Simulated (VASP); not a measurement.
# Sb (P6_3/mmc) in VASP: notebook

Runs on Sb. Level: PBE. Tasks: single point.

All numbers are computed with VASP 6.6.1; they aren't measurements. Logs are shortened: lines on timing, memory, paths and dates and some standing lists are left out, and cuts for length are marked.

## 1. The cell of the first run

It takes space group P6_3/mmc (No. 194, hexagonal). The conventional cell has a = 3.413 Å, b = 3.413 Å, c = 5.652 Å, α = 90.00°, β = 90.00°, γ = 120.00°. Sb (site symmetry -6m2) has 12 Sb at 3.41 to 3.45 Å within 4.5 Å.

## 2. Single point, PBE (volume scaled by 1.04)

INCAR reads:

```
SYSTEM = Sb
ALGO = Normal
EDIFF = 1E-7
ENCUT = 520
GGA = PE
ISIF = 2
ISMEAR = -1
LASPH = .True.
LCHARG = .False.
LREAL = .False.
LWAVE = .False.
NBANDS = 12
NELM = 100
PREC = Accurate
SIGMA = 0.1
```

KPOINTS reads:

```
k-points
0
Gamma
  12 12 7
  0 0 0
```

POSCAR reads:

```
Sb
1.0
    3.4130813492      0.0000000000      0.0000000000
   -1.7065406746      2.9558151536      0.0000000000
    0.0000000000      0.0000000000      5.6517702033
Sb
2
Direct
    0.3333333333      0.6666666667      0.2500000000
    0.6666666667      0.3333333333      0.7500000000
```

Potentials or basis: VASP PAW PBE potentials, release 64 (Sb).

On the command line:

```bash
cat potpaw_PBE.64/Sb/POTCAR > POTCAR
mpirun -np 1 vasp_std > vasp.out
```

OUTCAR:

```text
SYSTEM = Sb
   EDIFF = 1E-7
   ENCUT = 520
   GGA = PE
   ISIF = 2
   ISMEAR = -1
   LASPH = .True.
   LREAL = .False.
   NELM = 100
   PREC = Accurate

 ion  position               nearest neighbor table
   1  0.333  0.667  0.250-   2 3.45   2 3.45   2 3.45   2 3.45   2 3.45   2 3.45
   2  0.667  0.333  0.750-   1 3.45   1 3.45   1 3.45   1 3.45   1 3.45   1 3.45

  LATTYP: Found a hexagonal cell.
 ALAT       =     3.4130813492
 C/A-ratio  =     1.6559142971

  Lattice vectors:

 A1 = (   3.4130813492,   0.0000000000,   0.0000000000)
 A2 = (  -1.7065406746,   2.9558151536,   0.0000000000)
 A3 = (   0.0000000000,   0.0000000000,   5.6517702033)

Analysis of symmetry for initial positions (statically):
=====================================================================
 Subroutine PRICEL returns:
 Original cell was already a primitive cell.

 Routine SETGRP: Setting up the symmetry group for a
 hexagonal supercell.

 Subroutine GETGRP returns: Found 24 space group operations
 (whereof 12 operations were pure point group operations)
 out of a pool of 24 trial point group operations.

The static configuration has the point symmetry D_3d.
 The point group associated with its full space group is D_6h.

Analysis of symmetry for dynamics (positions and initial velocities):
=====================================================================
 Subroutine PRICEL returns:
 Original cell was already a primitive cell.

 Routine SETGRP: Setting up the symmetry group for a
 hexagonal supercell.

 Subroutine GETGRP returns: Found 24 space group operations
 (whereof 12 operations were pure point group operations)
 out of a pool of 24 trial point group operations.

The dynamic configuration has the point symmetry D_3d.
 The point group associated with its full space group is D_6h.

 Subroutine INISYM returns: Found 24 space group operations
 (whereof 12 operations are pure point group operations),
 and found     1 'primitive' translations

----------------------------------------------------------------------------------------

                                     Primitive cell

  volume of cell :      57.0175

  direct lattice vectors                    reciprocal lattice vectors
     3.413081349  0.000000000  0.000000000     0.292990380  0.169158075  0.000000000
    -1.706540675  2.955815154  0.000000000     0.000000000  0.338316149  0.000000000
     0.000000000  0.000000000  5.651770203     0.000000000  0.000000000  0.176935715

[... 86 lines left out ...]
   NSW    =      0    number of steps for IOM
   IBRION =     -1    ionic relax: 0-MD 1-quasi-New 2-CG
   NFREE  =      0    steps in history (QN), initial steepest desc. (CG)
   ISIF   =      2    stress and relaxation
   ISYM   =      2    0-nonsym 1-usesym 2-fastsym
   POTIM  = 0.5000    time-step for ionic-motion
   TEBEG  =    0.0;   TEEND  =   0.0 temperature during run
   PSTRESS=    0.0 pullay stress
   NELECT =      10.0000    total number of electrons
   NUPDOWN=      -1.0000    fix difference up-down
   EMIN   =  10.00;   EMAX   =-10.00  energy-range for DOS
   EFERMI =   0.00;   METHOD = LEGACY
   ISMEAR =    -1;   SIGMA  =   0.10  broadening in eV -4-tet -1-fermi 0-gaus
   EFERMI_NEDOS =   21; number of points for ismear=-14 and -15
   IALGO  =     38    algorithm
   IMIX   =      4    mixing-type and parameters
     AMIX     =   0.40;   BMIX     =  1.00
     AMIX_MAG =   1.60;   BMIX_MAG =  1.00
  volume/ion in A,a.u.               =      28.51       192.39
  Fermi-wavevector in a.u.,A,eV,Ry     =   0.916372  1.731693 11.425336  0.839738
  Thomas-Fermi vector in A             =   2.041220
   LORBIT       =      0    0 simple, 1 ext, 2 COOP (PROOUT), +10 PAW based schemes
   GGA     = PE    functional components
   LHFCALC =     F    Hartree Fock is set to
   AEXX    =    0.0000 exact exchange contribution
   IVDW    =     0    specifies the selected vdW correction
   LEPSILON=     F    determine dielectric tensor
   LRPA    =     F    only Hartree local field effects (RPA)
 non-spin polarized calculation
  energy-cutoff  :      520.00
  volume of cell :       57.02
 maximum number of plane-waves:      1556
 NGX is ok and might be reduce to    28
   NGX = 13   NGY = 13   NGZ = 21

 number of electron      10.0000000 magnetization

 Free energy of the ion-electron system (eV)
  ---------------------------------------------------
  ext. energy  EPLUGINS =         0.00000000
  ---------------------------------------------------
  free energy    TOTEN  =        -7.72406777 eV

  energy without entropy =       -7.67555289  energy(sigma->0) =       -7.69981033

 E-fermi :   7.8114     XC(G=0):  -9.9826

 val. band max:        7.7973789436   @ k =   0.0000   0.0000   0.4286
 cond. band min:       7.8555025543   @ k =   0.0833  -0.0000   0.4286
 fundamental gap:      0.0581236107
 Fermi energy:         7.8113594073

 k-point     1 :       0.0000    0.0000    0.0000
  band No.  band energies     occupation
      1      -4.6932      2.00000
      2      -1.3699      2.00000
      3       2.3209      2.00000
      4      11.2603      0.00000
      5      11.2603      0.00000
      6      12.5853      0.00000
      7      12.7061      0.00000
      8      12.7061      0.00000
      9      15.3982      0.00000
     10      16.6759      0.00000
     11      17.5602      0.00000
     12      17.5602      0.00000
[... 331 lines left out ...]
 k-point    24 :       0.3333   -0.0000    0.1429
  band No.  band energies     occupation
      1      -2.7918      2.00000
      2      -0.2836      2.00000
      3       4.0379      2.00000
      4       5.1301      2.00000
      5       6.6748      1.99998
      6       8.8488      0.00006
      7      10.1362      0.00000
      8      11.3533      0.00000
      9      12.9756      0.00000
     10      14.6744      0.00000
     11      16.1225      0.00000
     12      17.5630      0.00000

 [... further k-points ...]
[... 5 lines left out ...]
  --------------------------------------------------------------------------------------
  -------------------------------------------------------------------------------------
  Total       -0.7557704     -0.7557704     -0.7079979      0.0000000      0.0000000      0.0000000
  in kB      -21.2369457    -21.2369457    -19.8945502      0.0000000      0.0000000      0.0000000
  external PRESSURE =     -20.7894805 kB  Pullay stress =       0.0000000 kB

 VOLUME and BASIS-vectors are now :
 -----------------------------------------------------------------------------
  energy-cutoff  :      520.00
  volume of cell :       57.02
      direct lattice vectors                 reciprocal lattice vectors
     3.413081349  0.000000000  0.000000000     0.292990380  0.169158075  0.000000000
    -1.706540675  2.955815154  0.000000000     0.000000000  0.338316149  0.000000000
     0.000000000  0.000000000  5.651770203     0.000000000  0.000000000  0.176935715

 POSITION                                       TOTAL-FORCE (eV/Angst)
 -----------------------------------------------------------------------------------
     -0.00000      1.97054      1.41294         0.000000     -0.000000      0.000000
      1.70654      0.98527      4.23883        -0.000000      0.000000      0.000000
 -----------------------------------------------------------------------------------
    total drift:                               -0.000000      0.000000      0.000000

  FREE ENERGIE OF THE ION-ELECTRON SYSTEM (eV)
  ---------------------------------------------------
  free  energy   TOTEN  =        -7.7240677655 eV

  energy  without entropy=       -7.6755528907  energy(sigma->0) =       -7.69981033
```

stdout:

```text
POSCAR found type information on POSCAR Sb
 POSCAR found :  1 types and       2 ions
 scaLAPACK will be used
 LDA part: xc-table for (Slater+PW92), standard interpolation
 POSCAR, INCAR and KPOINTS ok, starting setup
 FFT: planning ... GRIDC
 FFT: planning ... GRID_SOFT
 FFT: planning ... GRID
 WAVECAR not read
 entering main loop
```

It took 35 s on 1 thread of Intel Xeon Platinum 8259CL at 2.50GHz (Skylake/Cascade Lake), shared host; peak memory 0.19 GiB.

What came out:

| Property | Result |
| --- | --- |
| Free energy | -7.7241 eV |
| Pressure | -2.1 GPa |
| Band gap on the k mesh | zero (band 5 reaches 11.81 eV, above the bottom of band 6 at 5.11 eV) |

Levels at points of the mesh, in eV from the Fermi level:
```tsv
k point	band 2	band 3	band 4	band 5	band 6	band 7	band 8	band 9
(0.00, 0.00, 0.00)	-9.18	-5.49	3.45	3.45	4.77	4.89	4.89	7.59
(0.50, 0.00, 0.00)	-7.97	-4.28	-3.04	-2.10	-0.05	0.46	3.35	4.52
```

Caveat: the cell differs from its parent crystal (volume scaled by 1.04); spin-orbit coupling is left out, which moves the levels of the heavy elements.

## 3. Single point, PBE (volume scaled by 1.08)

INCAR reads:

```
SYSTEM = Sb
PREC = Accurate ; ENCUT = 520
EDIFF = 1E-7 ; ISMEAR = -1
SIGMA = 0.1 ; LREAL = .FALSE.
LASPH = .TRUE. ; NELM = 80
ALGO = Normal ; ISIF = 2
LWAVE = .FALSE. ; LCHARG = .FALSE.
GGA = PE ; NBANDS = 12
```

KPOINTS reads:

```
Automatic mesh
0
G
  12 12 7
  0 0 0
```

POSCAR reads:

```
Sb
1.0
    3.4562894975      0.0000000000      0.0000000000
   -1.7281447487      2.9932345076      0.0000000000
    0.0000000000      0.0000000000      5.7233191938
Sb
2
Direct
    0.3333333333      0.6666666667      0.2500000000
    0.6666666667      0.3333333333      0.7500000000
```

Potentials or basis: VASP PAW PBE potentials, release 64 (Sb).

On the command line:

```bash
cat potpaw_PBE.64/Sb/POTCAR > POTCAR
mpirun -np 1 vasp_std > vasp.out
```

Wall time 45 s (1 thread of Intel Xeon Platinum 8259CL at 2.50GHz (Skylake/Cascade Lake), shared host); peak memory 0.2 GiB.

It converged, with:

| Item | Value |
| --- | --- |
| Free energy | -7.6835 eV |
| Pressure | -3.8 GPa |
| Band gap on the k mesh | zero (band 5 reaches 11.14 eV, above the bottom of band 6 at 4.78 eV) |

Stress tensor (GPa, compression positive):
```
-3.97  0.00  0.00
 0.00 -3.97  0.00
 0.00  0.00 -3.41
```

Levels at points of the mesh, in eV from the Fermi level:
| k point | band 2 | band 3 | band 4 | band 5 | band 6 | band 7 | band 8 | band 9 |
| --- | --- | --- | --- | --- | --- | --- | --- | --- |
| (0.00, 0.00, 0.00) | -9.10 | -5.26 | 3.28 | 3.28 | 4.52 | 4.65 | 4.65 | 7.41 |
| (0.50, 0.00, 0.00) | -7.92 | -4.17 | -2.93 | -2.00 | 0.00 | 0.45 | 3.18 | 4.53 |

Caveat: the cell differs from its parent crystal (volume scaled by 1.08); spin-orbit coupling is left out, which moves the levels of the heavy elements.

## 4. Single point, PBE (volume scaled by 1.12)

INCAR reads:

```
SYSTEM = Sb
ALGO = Normal
EDIFF = 1E-7
ENCUT = 520
GGA = PE
ISIF = 2
ISMEAR = -1
LASPH = .True.
LCHARG = .True.
LELF = .True.
LREAL = .False.
LVHAR = .True.
LWAVE = .False.
NBANDS = 12
NELM = 100
PREC = Accurate
SIGMA = 0.1
```

KPOINTS reads:

```
k-points
0
Gamma
  12 12 7
  0 0 0
```

POSCAR reads:

```
Sb
1.0
    3.4984435239      0.0000000000      0.0000000000
   -1.7492217619      3.0297409654      0.0000000000
    0.0000000000      0.0000000000      5.7931226488
Sb
2
Direct
    0.3333333333      0.6666666667      0.2500000000
    0.6666666667      0.3333333333      0.7500000000
```

On the command line:

```bash
cat potpaw_PBE.64/Sb/POTCAR > POTCAR
mpirun -np 1 vasp_std > vasp.out
```

Wall time 39 s (1 thread of Intel Xeon Platinum 8259CL at 2.50GHz (Skylake/Cascade Lake), shared host); peak memory 0.21 GiB.

It converged, with:

```
Free energy            : -7.6220 eV
Pressure               : -5.2 GPa
Band gap on the k mesh : zero (band 5 reaches 10.52 eV, above the bottom of band 6 at 4.47 eV)
```

Stress tensor (GPa, compression positive):
```
-5.45  0.00  0.00
 0.00 -5.45  0.00
 0.00  0.00 -4.57
```

Levels at points of the mesh, in eV from the Fermi level:
```
           k point  band 3  band 4  band 5  band 6  band 7  band 8
(0.00, 0.00, 0.00)   -5.04    3.12    3.12    4.29    4.42    4.42
(0.50, 0.00, 0.00)   -4.06   -2.84   -1.90    0.05    0.43    3.02
```

Caveat: the cell differs from its parent crystal (volume scaled by 1.12); spin-orbit coupling is left out, which moves the levels of the heavy elements.

## 5. Single point, PBE

This run uses another cell than the first one, of 27.41 Å³/atom, 0.962 times its volume.

INCAR reads:

```
SYSTEM = Sb
ALGO = Normal ; EDIFF = 1E-6
ENCUT = 520 ; GGA = PE
ISIF = 2 ; ISMEAR = -1
LASPH = .TRUE. ; LCHARG = .TRUE.
LELF = .TRUE. ; LREAL = .FALSE.
LVHAR = .TRUE. ; LWAVE = .FALSE.
NBANDS = 12 ; NELM = 60
PREC = Accurate ; SIGMA = 0.1
```

KPOINTS reads:

```
k-points
0
G
  18 18 9
  0 0 0
```

POSCAR reads:

```
Sb
1.0
    3.3687505996      0.0000000000      0.0000000000
   -1.6843752998      2.9174235983      0.0000000000
    0.0000000000      0.0000000000      5.5783622814
Sb
2
Direct
    0.3333333333      0.6666666667      0.2500000000
    0.6666666667      0.3333333333      0.7500000000
```

On the command line:

```bash
cat potpaw_PBE.64/Sb/POTCAR > POTCAR
mpirun -np 1 vasp_std > vasp.out
```

Run time: 88 s. Hardware: 1 thread of Intel Xeon Platinum 8259CL at 2.50GHz (Skylake/Cascade Lake), shared host; peak memory 0.24 GiB.

Results (log left out):

```
Free energy            : -7.7406 eV
Pressure               : 0.0 GPa
Band gap on the k mesh : zero (band 5 reaches 12.56 eV, above the bottom of band 6 at 5.38 eV)
```

Stress tensor (GPa, compression positive):
```
-0.11  0.00  0.00
 0.00 -0.11  0.00
 0.00  0.00  0.37
```

Levels at points of the mesh, in eV from the Fermi level:
| k point | band 3 | band 4 | band 5 | band 6 | band 7 | band 8 |
| --- | --- | --- | --- | --- | --- | --- |
| (0.00, 0.00, 0.00) | -5.75 | 3.62 | 3.62 | 5.04 | 5.15 | 5.15 |
| (0.50, 0.00, 0.00) | -4.39 | -3.16 | -2.22 | -0.12 | 0.46 | 3.52 |

Caveat: spin-orbit coupling is left out, which moves the levels of the heavy elements.

## 6. Single point, PBE, non-collinear spin, zero start, spin-orbit coupling

This run uses another cell than the first one, of 27.41 Å³/atom, 0.962 times its volume.

INCAR reads:

```
PREC     = Accurate       # precision mode
ENCUT    = 520            # plane-wave cutoff, eV
EDIFF    = 1E-7           # SCF threshold, eV
ISMEAR   = -1             # smearing method
SIGMA    = 0.1            # smearing width, eV
LREAL    = False          # projectors in reciprocal space
LASPH    = True           # aspherical terms in the spheres
NELM     = 150            # most SCF steps
ALGO     = Normal         # electronic algorithm
ISIF     = 2              # what is computed and relaxed
LWAVE    = False          # write WAVECAR
LCHARG   = False          # write CHGCAR
MAGMOM   = 0 0 0 0 0 0    # initial moments
LORBIT   = 11             # projections on sites
LSORBIT  = True           # spin-orbit coupling
GGA_COMPAT= False        
LORBMOM  = True         
GGA      = PE             # functional
NBANDS   = 22             # bands
```

KPOINTS reads:

```
regular mesh
0
Gamma
  11 11 6
```

POSCAR is that of step 5.

Potentials or basis: VASP PAW PBE potentials, release 64 (Sb).

On the command line:

```bash
cat potpaw_PBE.64/Sb/POTCAR > POTCAR
mpirun -np 1 vasp_ncl > vasp.out
```

Run time: 2.8 min. Hardware: 1 thread of Intel Xeon Platinum 8259CL at 2.50GHz (Skylake/Cascade Lake), shared host; peak memory 0.36 GiB.

Results (log left out):

```yaml
Free_energy: -7.8990 eV
Pressure: 0.0 GPa
Net_moment: 0.00 μB per cell
Valence_electrons_inside_the_program's_atomic_spheres: Sb 2.33
```

Moments on the atoms (μB; x, y, z):
```
Sb  0.00 0.00 0.00
Sb  0.00 0.00 0.00
```

## 7. The runs side by side

```csv
spin,cell,k mesh,gap on the mesh (eV),pressure (GPa)
off,"a = 3.413, b = 3.413, c = 5.652 Å, angles 90.0, 90.0, 120.0°, 2 atoms",12 × 12 × 7,none,-2.1
off,"a = 3.456, b = 3.456, c = 5.723 Å, angles 90.0, 90.0, 120.0°, 2 atoms",12 × 12 × 7,none,-3.8
off,"a = 3.498, b = 3.498, c = 5.793 Å, angles 90.0, 90.0, 120.0°, 2 atoms",12 × 12 × 7,none,-5.2
off,"a = 3.369, b = 3.369, c = 5.578 Å, angles 90.0, 90.0, 120.0°, 2 atoms",18 × 18 × 9,none,0.0
"non-collinear, zero start, SOC","a = 3.369, b = 3.369, c = 5.578 Å, angles 90.0, 90.0, 120.0°, 2 atoms",11 × 11 × 6,-,0.0
```

Alike in all rows: task single point; level PBE; potentials or basis VASP PAW PBE potentials, release 64 (Sb); cutoff (eV) 520; smearing fermi-dirac 0.1 eV.

Caveats: spin-orbit coupling is left out, which moves the levels of the heavy elements (some runs).

Absolute energies hang on the potentials; compare differences alone.
